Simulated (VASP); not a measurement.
# C (Fd-3m) in VASP: a series of runs

Aim: see how the results for C move with the level of theory and the settings. Levels: PBE, r2SCAN. Tasks: single point.

All numbers are computed with VASP 6.6.1; they aren't measurements. Logs are shortened: lines on timing, memory, paths and dates and some standing lists are left out, and cuts for length are marked.

### Step 1. The cell of the first run

Symmetry: Fd-3m, No. 227, cubic system. Conventional cell: a = 3.663 Å, b = 3.663 Å, c = 3.663 Å, α = 90.00°, β = 90.00°, γ = 90.00°. Within 2.1 Å of C (site symmetry -43m) lie 4 C at 1.59 Å.

### Step 2. Single point, PBE (strain +2.9%)

The input, INCAR:

```
SYSTEM = C
  ALGO = Normal
  EDIFF = 1E-6
  ENCUT = 520
  GGA = PE
  ISIF = 2
  ISMEAR = -1
  LASPH = .True.
  LCHARG = .False.
  LREAL = .False.
  LWAVE = .False.
  NBANDS = 11
  NELM = 60
  PREC = Accurate
  SIGMA = 0.02
```

The input, KPOINTS:

```
k-points
0
Gamma
  12 12 12
  0 0 0
```

The input, POSCAR:

```
C
1.0
    0.0000000000      1.8315697288      1.8315697288
    1.8315697288      0.0000000000      1.8315697288
    1.8315697288      1.8315697288      0.0000000000
C
2
Direct
    0.0000000000      0.0000000000      0.0000000000
    0.2500000000      0.2500000000      0.2500000000
```

Potentials or basis: VASP PAW PBE potentials, release 64 (C).

The run is started by

```sh
$ cat potpaw_PBE.64/C/POTCAR > POTCAR
$ mpirun -np 1 vasp_std > vasp.out
```

OUTCAR:

```text
SYSTEM = C
   EDIFF = 1E-6
   ENCUT = 520
   GGA = PE
   ISIF = 2
   ISMEAR = -1
   LASPH = .True.
   LREAL = .False.
   NELM = 60
   PREC = Accurate

 ion  position               nearest neighbor table
   1  0.000  0.000  0.000-   2 1.59   2 1.59   2 1.59   2 1.59
   2  0.250  0.250  0.250-   1 1.59   1 1.59   1 1.59   1 1.59

  LATTYP: Found a face centered cubic cell.
 ALAT       =     3.6631394576

  Lattice vectors:

 A1 = (   0.0000000000,   1.8315697288,   1.8315697288)
 A2 = (   1.8315697288,   0.0000000000,   1.8315697288)
 A3 = (   1.8315697288,   1.8315697288,   0.0000000000)

Analysis of symmetry for initial positions (statically):
=====================================================================
 Subroutine PRICEL returns:
 Original cell was already a primitive cell.

 Routine SETGRP: Setting up the symmetry group for a
 face centered cubic supercell.

 Subroutine GETGRP returns: Found 48 space group operations
 (whereof 24 operations were pure point group operations)
 out of a pool of 48 trial point group operations.

The static configuration has the point symmetry T_d .
 The point group associated with its full space group is O_h .

Analysis of symmetry for dynamics (positions and initial velocities):
=====================================================================
 Subroutine PRICEL returns:
 Original cell was already a primitive cell.

 Routine SETGRP: Setting up the symmetry group for a
 face centered cubic supercell.

 Subroutine GETGRP returns: Found 48 space group operations
 (whereof 24 operations were pure point group operations)
 out of a pool of 48 trial point group operations.

The dynamic configuration has the point symmetry T_d .
 The point group associated with its full space group is O_h .

 Subroutine INISYM returns: Found 48 space group operations
 (whereof 24 operations are pure point group operations),
 and found     1 'primitive' translations

----------------------------------------------------------------------------------------

                                     Primitive cell

  volume of cell :      12.2885

  direct lattice vectors                    reciprocal lattice vectors
     0.000000000  1.831569729  1.831569729    -0.272989880  0.272989880  0.272989880
     1.831569729  0.000000000  1.831569729     0.272989880 -0.272989880  0.272989880
     1.831569729  1.831569729  0.000000000     0.272989880  0.272989880 -0.272989880

  length of vectors
     2.590230751  2.590230751  2.590230751     0.472832342  0.472832342  0.472832342

  position of ions in fractional coordinates (direct lattice)
     0.000000000  0.000000000  0.000000000
     0.250000000  0.250000000  0.250000000

  ion indices of the primitive-cell ions
   primitive index   ion index
                 1           1
                 2           2

----------------------------------------------------------------------------------------

 KPOINTS: k-points

Automatic generation of k-mesh.
 Grid dimensions read from file:
 generate k-points for:   12   12   12

 Generating k-lattice:

  Cartesian coordinates                     Fractional coordinates (reciprocal lattice)
    -0.022749157  0.022749157  0.022749157     0.083333333  0.000000000  0.000000000
     0.022749157 -0.022749157  0.022749157     0.000000000  0.083333333  0.000000000
     0.022749157  0.022749157 -0.022749157     0.000000000  0.000000000  0.083333333

  Length of vectors
     0.039402695  0.039402695  0.039402695

  Shift w.r.t. Gamma in fractional coordinates (k-lattice)
     0.000000000  0.000000000  0.000000000

 Subroutine IBZKPT returns following result:
 ===========================================

 Found     72 irreducible k-points:

 Following reciprocal coordinates:
            Coordinates               Weight
  0.000000  0.000000  0.000000      1.000000
  0.083333  0.000000  0.000000      8.000000
  0.166667  0.000000  0.000000      8.000000
  0.250000  0.000000  0.000000      8.000000
  0.333333  0.000000  0.000000      8.000000
  0.416667  0.000000  0.000000      8.000000
[... 16 lines left out ...]
  0.500000  0.166667  0.000000     24.000000
 -0.416667  0.166667  0.000000     24.000000
 [... further k-points ...]
   k-points           NKPTS =     72   k-points in BZ     NKDIM =     72   number of bands    NBANDS=     11
   number of dos      NEDOS =    301   number of ions     NIONS =      2
   total plane-waves  NPLWV =   8000
   dimension x,y,z NGX =    20 NGY =   20 NGZ =   20
   dimension x,y,z NGXF=    40 NGYF=   40 NGZF=   40
   ions per type =               2
   NGX,Y,Z   is equivalent  to a cutoff of  12.84, 12.84, 12.84 a.u.
   NGXF,Y,Z  is equivalent  to a cutoff of  25.67, 25.67, 25.67 a.u.
 SYSTEM =  C
   PREC   = accura    normal or accurate (medium, high low for compatibility)
   ISTART =      0    job   : 0-new  1-cont  2-samecut
   ICHARG =      2    charge: 1-file 2-atom 10-const
   ISPIN  =      1    spin polarized calculation?
   LNONCOLLINEAR =      F non collinear calculations
   LSORBIT =      F    spin-orbit coupling
   LASPH  =      T    aspherical Exc in radial PAW
   ENCUT  =  520.0 eV  38.22 Ry    6.18 a.u.   4.82  4.82  4.82*2*pi/ulx,y,z
   NELM   =     60;   NELMIN=  2; NELMDL= -5     # of ELM steps
   EDIFF  = 0.1E-05   stopping-criterion for ELM
   LREAL  =      F    real-space projection
   EDIFFG = 0.1E-04   stopping-criterion for IOM
   NSW    =      0    number of steps for IOM
   IBRION =     -1    ionic relax: 0-MD 1-quasi-New 2-CG
   NFREE  =      0    steps in history (QN), initial steepest desc. (CG)
   ISIF   =      2    stress and relaxation
   ISYM   =      2    0-nonsym 1-usesym 2-fastsym
   POTIM  = 0.5000    time-step for ionic-motion
   TEBEG  =    0.0;   TEEND  =   0.0 temperature during run
   PSTRESS=    0.0 pullay stress
   NELECT =       8.0000    total number of electrons
   NUPDOWN=      -1.0000    fix difference up-down
   EMIN   =  10.00;   EMAX   =-10.00  energy-range for DOS
   EFERMI =   0.00;   METHOD = LEGACY
   ISMEAR =    -1;   SIGMA  =   0.02  broadening in eV -4-tet -1-fermi 0-gaus
   EFERMI_NEDOS =   21; number of points for ismear=-14 and -15
   IALGO  =     38    algorithm
   IMIX   =      4    mixing-type and parameters
     AMIX     =   0.40;   BMIX     =  1.00
     AMIX_MAG =   1.60;   BMIX_MAG =  1.00
  volume/ion in A,a.u.               =       6.14        41.46
  Fermi-wavevector in a.u.,A,eV,Ry     =   1.418855  2.681247 27.390565  2.013150
  Thomas-Fermi vector in A             =   2.539937
   LORBIT       =      0    0 simple, 1 ext, 2 COOP (PROOUT), +10 PAW based schemes
   GGA     = PE    functional components
   LHFCALC =     F    Hartree Fock is set to
   AEXX    =    0.0000 exact exchange contribution
   IVDW    =     0    specifies the selected vdW correction
   LEPSILON=     F    determine dielectric tensor
   LRPA    =     F    only Hartree local field effects (RPA)
 non-spin polarized calculation
  energy-cutoff  :      520.00
  volume of cell :       12.29
 maximum number of plane-waves:       343
   NGX =  9   NGY =  9   NGZ =  9

 number of electron       8.0000002 magnetization

 Free energy of the ion-electron system (eV)
  ---------------------------------------------------
  ext. energy  EPLUGINS =         0.00000000
  ---------------------------------------------------
  free energy    TOTEN  =       -18.10496222 eV

  energy without entropy =      -18.10496222  energy(sigma->0) =      -18.10496222

 E-fermi :   8.9620     XC(G=0): -12.8528

 val. band max:        8.6064561828   @ k =   0.0000   0.0000   0.0000
 cond. band min:      12.5810759544   @ k =   0.3333   0.3333   0.0000
 fundamental gap:      3.9746197716
 Fermi energy:         8.9619895747

 k-point     1 :       0.0000    0.0000    0.0000
  band No.  band energies     occupation
      1     -11.8253      2.00000
      2       8.6065      2.00000
      3       8.6065      2.00000
      4       8.6065      2.00000
      5      13.9770      0.00000
      6      13.9770      0.00000
      7      13.9770      0.00000
      8      20.1540      0.00000
      9      26.9114      0.00000
     10      34.2832      0.00000
     11      34.2832      0.00000

 k-point     2 :       0.0833    0.0000    0.0000
  band No.  band energies     occupation
      1     -11.6433      2.00000
      2       7.4542      2.00000
      3       8.3118      2.00000
      4       8.3118      2.00000
      5      14.3636      0.00000
      6      14.3636      0.00000
      7      14.5989      0.00000
      8      20.3745      0.00000
      9      27.2227      0.00000
     10      32.2994      0.00000
     11      32.2994      0.00000

 k-point     3 :       0.1667    0.0000    0.0000
  band No.  band energies     occupation
      1     -11.1002      2.00000
      2       5.0628      2.00000
      3       7.6659      2.00000
      4       7.6659      2.00000
      5      15.2129      0.00000
      6      15.2129      0.00000
      7      15.4852      0.00000
      8      21.0253      0.00000
      9      27.8819      0.00000
     10      30.7922      0.00000
     11      30.7922      0.00000

 k-point     4 :       0.2500    0.0000    0.0000
  band No.  band energies     occupation
      1     -10.2054      2.00000
      2       2.3803      2.00000
      3       6.9942      2.00000
      4       6.9942      2.00000
      5      16.0106      0.00000
      6      16.0235      0.00000
      7      16.0235      0.00000
      8      21.9498      0.00000
      9      28.3049      0.00000
     10      30.3683      0.00000
     11      30.3683      0.00000
[... 239 lines left out ...]
 k-point    22 :       0.4167    0.1667    0.0000
  band No.  band energies     occupation
      1      -7.8975      2.00000
      2      -0.6405      2.00000
      3       4.5696      2.00000
      4       4.8624      2.00000
      5      14.9731      0.00000
      6      18.7457      0.00000
      7      19.0021      0.00000
      8      20.6567      0.00000
      9      28.6862      0.00000
     10      29.7133      0.00000
     11      34.9272      0.00000

 k-point    23 :       0.5000    0.1667    0.0000
  band No.  band energies     occupation
      1      -6.4518      2.00000
      2      -2.7078      2.00000
      3       3.9053      2.00000
      4       4.9389      2.00000
      5      15.3803      0.00000
      6      18.7766      0.00000
      7      18.8264      0.00000
      8      22.1090      0.00000
      9      27.8129      0.00000
     10      30.9937      0.00000
     11      34.1173      0.00000

 k-point    24 :      -0.4167    0.1667    0.0000
  band No.  band energies     occupation
      1      -6.0806      2.00000
      2      -3.1599      2.00000
      3       3.4586      2.00000
      4       5.2863      2.00000
      5      15.7783      0.00000
      6      18.3253      0.00000
      7      18.8206      0.00000
      8      23.0961      0.00000
      9      27.1786      0.00000
     10      31.7345      0.00000
     11      31.9280      0.00000

 [... further k-points ...]
[... 5 lines left out ...]
  --------------------------------------------------------------------------------------
  -------------------------------------------------------------------------------------
  Total       -2.1580654     -2.1580654     -2.1580654      0.0000000     -0.0000000     -0.0000000
  in kB     -281.3680719   -281.3680719   -281.3680719      0.0000000     -0.0000000     -0.0000000
  external PRESSURE =    -281.3680719 kB  Pullay stress =       0.0000000 kB

 VOLUME and BASIS-vectors are now :
 -----------------------------------------------------------------------------
  energy-cutoff  :      520.00
  volume of cell :       12.29
      direct lattice vectors                 reciprocal lattice vectors
     0.000000000  1.831569729  1.831569729    -0.272989880  0.272989880  0.272989880
     1.831569729  0.000000000  1.831569729     0.272989880 -0.272989880  0.272989880
     1.831569729  1.831569729  0.000000000     0.272989880  0.272989880 -0.272989880

 POSITION                                       TOTAL-FORCE (eV/Angst)
 -----------------------------------------------------------------------------------
      0.00000      0.00000      0.00000        -0.000000     -0.000000     -0.000000
      0.91578      0.91578      0.91578         0.000000      0.000000      0.000000
 -----------------------------------------------------------------------------------
    total drift:                                0.000000     -0.000000      0.000000

  FREE ENERGIE OF THE ION-ELECTRON SYSTEM (eV)
  ---------------------------------------------------
  free  energy   TOTEN  =       -18.1049622236 eV

  energy  without entropy=      -18.1049622236  energy(sigma->0) =      -18.10496222
```

Run time: 6.6 s. Hardware: 1 thread of Intel Xeon Platinum 8488C (Sapphire Rapids), shared host; peak memory 0.12 GiB.

What came out:

```
Free energy            : -18.1050 eV
Pressure               : -28.1 GPa
Band gap on the k mesh : 3.97 eV, indirect (least direct gap 5.37 eV)
```

Caveat: the cell differs from its parent crystal (strain +2.9%). A k mesh can miss the band edges.

### Step 3. Single point, r2SCAN (strain +2.9%)

POSCAR is that of step 2.

The input, INCAR.step1:

```
SYSTEM = C
ALGO     = Normal         ! electronic algorithm
EDIFF    = 1E-4           ! SCF threshold, eV
ENCUT    = 520            ! plane-wave cutoff, eV
GGA      = PE             ! functional
ISMEAR   = 0              ! smearing method
LASPH    = .True.         ! aspherical terms in the spheres
LCHARG   = .False.        ! write CHGCAR
LREAL    = .False.        ! projectors in reciprocal space
LWAVE    = .True.         ! write WAVECAR
NBANDS   = 11             ! bands
NELM     = 100            ! most SCF steps
PREC     = Accurate       ! precision mode
SIGMA    = 0.01           ! smearing width, eV
```

The input, INCAR.step2:

```
SYSTEM = C
ALGO     = Normal         ! electronic algorithm
EDIFF    = 1E-7           ! SCF threshold, eV
ENCUT    = 520            ! plane-wave cutoff, eV
ISIF     = 2              ! what is computed and relaxed
ISMEAR   = 0              ! smearing method
ISTART   = 1            
LASPH    = .True.         ! aspherical terms in the spheres
LCHARG   = .False.        ! write CHGCAR
LMIXTAU  = .True.       
LREAL    = .False.        ! projectors in reciprocal space
LWAVE    = .False.        ! write WAVECAR
METAGGA  = R2SCAN         ! meta-GGA
NBANDS   = 11             ! bands
NELM     = 100            ! most SCF steps
PREC     = Accurate       ! precision mode
SIGMA    = 0.01           ! smearing width, eV
```

KPOINTS is that of step 2.

Potentials or basis: VASP PAW PBE potentials, release 64 (C).

The run is started by

```sh
$ cat potpaw_PBE.64/C/POTCAR > POTCAR
$ cp INCAR.step1 INCAR
$ mpirun -np 1 vasp_std > vasp.out
$ cp INCAR.step2 INCAR
$ mpirun -np 1 vasp_std > vasp.out
```

Wall time 26 s (1 thread of Intel Xeon Platinum 8488C (Sapphire Rapids), shared host); peak memory 0.12 GiB.

It converged, with:

```yaml
Free_energy: -19.5547 eV
Pressure: -32.1 GPa
Band_gap_on_the_k_mesh: 4.16 eV, indirect (least direct gap 5.62 eV)
```

Levels at points of the mesh, in eV from the valence-band top:
| k point | band 1 | band 2 | band 3 | band 4 | band 5 | band 6 | band 7 | band 8 |
| --- | --- | --- | --- | --- | --- | --- | --- | --- |
| (0.00, 0.00, 0.00) | -21.62 | 0.00 | 0.00 | 0.00 | 5.62 | 5.62 | 5.62 | 11.95 |
| (0.50, 0.00, 0.00) | -16.12 | -13.17 | -2.77 | -2.77 | 8.03 | 8.53 | 8.53 | 15.90 |
| (0.50, 0.50, 0.00) | -13.03 | -13.03 | -6.17 | -6.17 | 4.82 | 4.82 | 16.64 | 16.64 |

Caveat: the cell differs from its parent crystal (strain +2.9%); the PAW data sets were made with another functional, which shifts forces and pressure a little. A k mesh can miss the band edges.
